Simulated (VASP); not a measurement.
# LiH: single point with r2SCAN

Crystal: LiH.

```
Li H
1.0
     0.00000    2.14512    2.14512
     2.14512    0.00000    2.14512
     2.14512    2.14512    0.00000
Li H
1 1
Cartesian
  0.0000 0.0000 0.0000
  1.0726 1.0726 1.0726
```

```yaml
Program: VASP 6.6.1
Task: single point
Functional: r2SCAN
Potentials_or_basis: VASP PAW PBE potentials, release 64 (Li_sv, H)
Cutoff: 520 eV
k_mesh: 6 × 6 × 6
Occupations: gaussian, width 0.01 eV
Spin: no spin polarisation
Dipole_correction: no
Further_INCAR_settings: ALGO = Normal; EDIFF = 1e-06; NBANDS = 9
```

The band gap on the k mesh is 4.88 eV, indirect (least direct gap 5.85 eV).

Levels at points of the mesh, in eV from the valence-band top:
```csv
k point,band 1,band 2,band 3,band 4,band 5
"(0.00, 0.00, 0.00)",-44.64,-3.59,14.21,18.96,18.96
"(0.50, 0.00, 0.00)",-44.62,-0.97,4.88,16.32,16.32
"(0.50, 0.50, 0.00)",-44.61,-0.24,7.93,10.85,11.63
```

It took 40 s on 1 thread of AMD EPYC 7R43 64-Core Processor (Zen 3) (shared host), peak memory 0.1 GiB.

Caveat: the k points lie up to 0.42 Å⁻¹ apart; the PAW data sets were made with another functional, which shifts forces and pressure a little. r2SCAN opens gaps a little over a GGA but as a rule still falls short of measured ones.
